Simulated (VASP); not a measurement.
# B14HN14 (a cell with a defect) in VASP: a series of runs, part 2 of 3

VASP 6.6.1. Earlier steps stand in the parts before.

## Step 3: Single point, PBE

INCAR

```
SYSTEM = B14HN14
ALGO     = Normal         ! electronic algorithm
EDIFF    = 1E-6           ! SCF threshold, eV
ENCUT    = 520            ! plane-wave cutoff, eV
GGA      = PE             ! functional
ISIF     = 2              ! what is computed and relaxed
ISMEAR   = 0              ! smearing method
LASPH    = .TRUE.         ! aspherical terms in the spheres
LCHARG   = .FALSE.        ! write CHGCAR
LREAL    = Auto         
LWAVE    = .FALSE.        ! write WAVECAR
NBANDS   = 76             ! bands
NELECT   = 112.0        
NELM     = 80             ! most SCF steps
PREC     = Accurate       ! precision mode
SIGMA    = 0.02           ! smearing width, eV
```

KPOINTS

```
k-points
0
G
  2 2 2
  0 0 0
```

POSCAR

```
B14HN14
1.0
    1.2560905718     -6.5268380678      0.0000000000
   -6.2804528590      2.1756126893      0.0000000000
    0.0000000000      0.0000000000     -8.3431635353
B N H
14 14 1
Direct
    0.6009701583      0.5969301950      0.7673694724
    0.3152435899      0.7399960808      0.7673049884
    0.0286473005      0.8815637548      0.7709627137
    0.4592172020      0.1686000073      0.7709615151
    0.1721359995      0.3122507963      0.7705845598
    0.8866649859      0.4541864406      0.7668412555
    0.7437410598      1.0254603096      0.7672496138
    0.6855027585      0.2580631665      0.2310187247
    0.4078797798      0.4100809295      0.2196314374
    0.1145249760      0.5427321595      0.2309011434
    0.5432745368      0.8292817637      0.2351974754
    0.2594567235     -0.0353555485      0.2209436495
    0.9624952894      0.1131294629      0.2196364715
    0.8298089972      0.6871337712      0.2310513263
    0.6388811536      0.4494016048      0.2298938516
    0.3529186121      0.5910223076      0.2314769442
    0.0677057452      0.7336753657      0.2304679744
    0.4953830326      0.0196422073      0.2321312523
    0.2100110934      0.1623443368      0.1828920161
    0.9232270944      0.3048615907      0.2296954856
    0.7815360387      0.8772582445      0.2315706736
    0.6485378269      0.4064240760      0.7682608609
    0.3628209379      0.5493981146      0.7679929769
    0.0771256269      0.6922236135      0.7680581800
    0.5057641501      0.9779951730      0.7680397217
    0.2199689260      0.1209560698      0.7809653943
    0.9342781162      0.2636521554      0.7679015248
    0.7914557147      0.8349925044      0.7682579843
    0.2107777333      0.1591754522      0.0558106045
```

Potentials or basis: VASP PAW PBE potentials, release 64 (B, N, H).

Command:

```
$ cat potpaw_PBE.64/B/POTCAR potpaw_PBE.64/N/POTCAR potpaw_PBE.64/H/POTCAR > POTCAR
$ mpirun -np 1 vasp_std > vasp.out
```

OUTCAR:

```text
SYSTEM = B14HN14
   EDIFF = 1E-6
   ENCUT = 520
   GGA = PE
   ISIF = 2
   ISMEAR = 0
   LASPH = .TRUE.
   LREAL = Auto
   NELECT = 112.0
   NELM = 80
   PREC = Accurate

 ion  position               nearest neighbor table
   1  0.601  0.597  0.767-  28 1.45  22 1.45  23 1.45
   2  0.315  0.740  0.767-  25 1.45  24 1.45  23 1.45
   3  0.029  0.882  0.771-  24 1.45  28 1.45  26 1.46
   4  0.459  0.169  0.771-  25 1.45  22 1.45  26 1.46
   5  0.172  0.312  0.771-  23 1.45  27 1.45  26 1.46
   6  0.887  0.454  0.767-  24 1.45  22 1.45  27 1.45
[... 10 lines left out ...]
  17  0.068  0.734  0.230-  12 1.43  10 1.45  14 1.45
  18  0.495  0.020  0.232-  12 1.42  11 1.45   8 1.45
  19  0.210  0.162  0.183-  29 1.06  12 1.54  13 1.54   9 1.54
  20  0.923  0.305  0.230-  13 1.43   8 1.45  10 1.45
  21  0.782  0.877  0.232-  13 1.42  14 1.45  11 1.45
  22  0.649  0.406  0.768-   4 1.45   6 1.45   1 1.45
  23  0.363  0.549  0.768-   5 1.45   1 1.45   2 1.45
  24  0.077  0.692  0.768-   3 1.45   6 1.45   2 1.45
  25  0.506  0.978  0.768-   4 1.45   7 1.45   2 1.45
  26  0.220  0.121  0.781-   5 1.46   4 1.46   3 1.46
  27  0.934  0.264  0.768-   5 1.45   6 1.45   7 1.45
  28  0.791  0.835  0.768-   3 1.45   1 1.45   7 1.45
  29  0.211  0.159  0.056-  19 1.06

  LATTYP: Found a hexagonal cell.
 ALAT       =     6.6466065543
 C/A-ratio  =     1.2552516035

  Lattice vectors:

 A1 = (   1.2560905718,  -6.5268380678,   0.0000000000)
 A2 = (  -6.2804528590,   2.1756126893,   0.0000000000)
 A3 = (   0.0000000000,   0.0000000000,  -8.3431635353)

Analysis of symmetry for initial positions (statically):
=====================================================================
 Subroutine PRICEL returns:
 Original cell was already a primitive cell.

 Routine SETGRP: Setting up the symmetry group for a
 hexagonal supercell.

 Subroutine GETGRP returns: Found  1 space group operations
 (whereof  1 operations were pure point group operations)
 out of a pool of 24 trial point group operations.

[... 175 lines left out ...]
   LORBIT       =      0    0 simple, 1 ext, 2 COOP (PROOUT), +10 PAW based schemes
   GGA     = PE    functional components
   LHFCALC =     F    Hartree Fock is set to
   AEXX    =    0.0000 exact exchange contribution
   IVDW    =     0    specifies the selected vdW correction
   LEPSILON=     F    determine dielectric tensor
   LRPA    =     F    only Hartree local field effects (RPA)
 non-spin polarized calculation
 Gauss-broadening in eV      SIGMA  =   0.02
  energy-cutoff  :      520.00
  volume of cell :      319.20
 maximum number of plane-waves:      8635
 NGX is ok and might be reduce to    50
   NGX = 25   NGY = 25   NGZ = 31

 number of electron     112.0000007 magnetization

 Free energy of the ion-electron system (eV)
  ---------------------------------------------------
  ext. energy  EPLUGINS =         0.00000000
  ---------------------------------------------------
  free energy    TOTEN  =      -250.93870390 eV

  energy without entropy =     -250.93870390  energy(sigma->0) =     -250.93870390

 E-fermi :   1.0964     XC(G=0):  -8.5647

 val. band max:        0.9864003592   @ k =   0.0000   0.5000   0.0000
 cond. band min:       4.1639202326   @ k =   0.0000   0.0000   0.0000
 fundamental gap:      3.1775198734
 Fermi energy:         1.0963658895

 k-point     1 :       0.0000    0.0000    0.0000
  band No.  band energies     occupation
      1     -18.1459      2.00000
      2     -16.5817      2.00000
      3     -16.1955      2.00000
      4     -15.4144      2.00000
      5     -15.4119      2.00000
      6     -15.3680      2.00000
[... 557 lines left out ...]
     67       7.3692      0.00000
     68       7.6085      0.00000
 [bands above 68 left out]

------------------------ aborting loop because EDIFF is reached ----------------------------------------

  FORCE on cell =-STRESS in cart. coord.  units (eV):
  Direction    XX          YY          ZZ          XY          YZ          ZX
  --------------------------------------------------------------------------------------
  -------------------------------------------------------------------------------------
  Total       -3.7224079     -3.7261952     -7.4822163     -0.0158791      0.0335673     -0.0591540
  in kB      -18.6841442    -18.7031543    -37.5560158     -0.0797032      0.1684865     -0.2969156
  external PRESSURE =     -24.9811047 kB  Pullay stress =       0.0000000 kB

 VOLUME and BASIS-vectors are now :
 -----------------------------------------------------------------------------
  energy-cutoff  :      520.00
  volume of cell :      319.20
      direct lattice vectors                 reciprocal lattice vectors
     1.256090572 -6.526838068  0.000000000    -0.056865781 -0.164157370  0.000000000
    -6.280452859  2.175612689  0.000000000    -0.170597343 -0.032831474  0.000000000
     0.000000000  0.000000000 -8.343163535     0.000000000  0.000000000 -0.119858612

 POSITION                                       TOTAL-FORCE (eV/Angst)
 -----------------------------------------------------------------------------------
     -2.99412     -2.62375     -6.40229        -0.002932      0.000081      0.003290
     -4.25154     -0.44760     -6.40175         0.002854      0.000186      0.002648
     -5.50064      1.73096     -6.43227        -0.004792     -0.002632     -0.036242
     -0.48207     -2.63043     -6.43226         0.000224      0.009251     -0.032512
     -1.74486     -0.44417     -6.42911         0.005093     -0.004762      0.034564
     -1.73877     -4.79898     -6.39788        -0.002886      0.000847      0.008743
[... 21 lines left out ...]
     -4.24999     -3.34908     -6.40970        -0.003911      0.007950      0.010124
     -0.73494     -1.02941     -0.46564         0.004517     -0.002401      0.006195
 -----------------------------------------------------------------------------------
    total drift:                               -0.004414      0.003176     -0.002421

  FREE ENERGIE OF THE ION-ELECTRON SYSTEM (eV)
  ---------------------------------------------------
  free  energy   TOTEN  =      -250.9387038978 eV

  energy  without entropy=     -250.9387038978  energy(sigma->0) =     -250.93870390
```

stdout:

```text
POSCAR found type information on POSCAR B N H
 POSCAR found :  3 types and      29 ions
 scaLAPACK will be used
 LDA part: xc-table for (Slater+PW92), standard interpolation
 POSCAR, INCAR and KPOINTS ok, starting setup
 FFT: planning ... GRIDC
 FFT: planning ... GRID_SOFT
 FFT: planning ... GRID
 WAVECAR not read
 entering main loop
 the old and the new charge density differ
 old charge density:   113.00000 new  112.00000
    0.296E+01
```

It took 3 min on 1 thread of Intel Xeon 6975P-C (Granite Rapids), shared host; peak memory 0.44 GiB.

Results:

```yaml
Free_energy: -250.9387 eV
Largest_force: 0.037 eV/Å
```

Forces on the atoms (eV/Å):
```
B   -0.003  0.000  0.003
B    0.003  0.000  0.003
B   -0.005 -0.003 -0.036
B    0.000  0.009 -0.033
B    0.005 -0.005  0.035
B   -0.003  0.001  0.009
B    0.002 -0.003  0.005
B   -0.004  0.006 -0.003
B    0.004 -0.001 -0.014
B    0.001 -0.003 -0.007
B    0.004 -0.002 -0.005
B    0.021 -0.011 -0.009
B   -0.002 -0.002 -0.013
B    0.001  0.001 -0.003
N    0.003  0.007  0.006
N   -0.001 -0.003  0.004
N   -0.008 -0.005 -0.001
N   -0.001  0.005 -0.001
N   -0.016  0.008  0.030
N    0.008 -0.005  0.003
N   -0.005  0.002  0.008
N   -0.010  0.000  0.009
N   -0.004 -0.005 -0.013
N    0.000 -0.005  0.010
N    0.005  0.000  0.011
N   -0.004  0.003  0.000
N    0.008  0.003 -0.013
N   -0.004  0.008  0.010
H    0.005 -0.002  0.006
```

Levels at points of the mesh, in eV from the Fermi level:
```tsv
k point	band 54	band 55	band 56	band 57	band 58	band 59
(0.00, 0.00, 0.00)	-1.55	-1.02	-1.02	3.07	4.09	5.06
(0.50, 0.00, 0.00)	-0.63	-0.21	-0.11	3.21	3.55	3.73
(0.00, 0.50, 0.00)	-0.64	-0.21	-0.11	3.23	3.56	3.74
(0.50, 0.50, 0.00)	-0.63	-0.22	-0.12	3.22	3.54	3.73
(0.00, 0.00, 0.50)	-1.58	-1.02	-1.02	3.20	5.03	5.07
(0.50, 0.00, 0.50)	-0.64	-0.22	-0.12	3.27	3.60	3.76
(0.00, 0.50, 0.50)	-0.65	-0.22	-0.12	3.28	3.60	3.77
(0.50, 0.50, 0.50)	-0.64	-0.23	-0.13	3.27	3.60	3.76
```

Caveat: the k points lie up to 0.55 Å⁻¹ apart; the cell carries a net charge on a neutralising background, which shifts energy and pressure; the cell is charged against a uniform background, so pressure and absolute levels hang on convention.

(Part 2 of 3 ends here.)
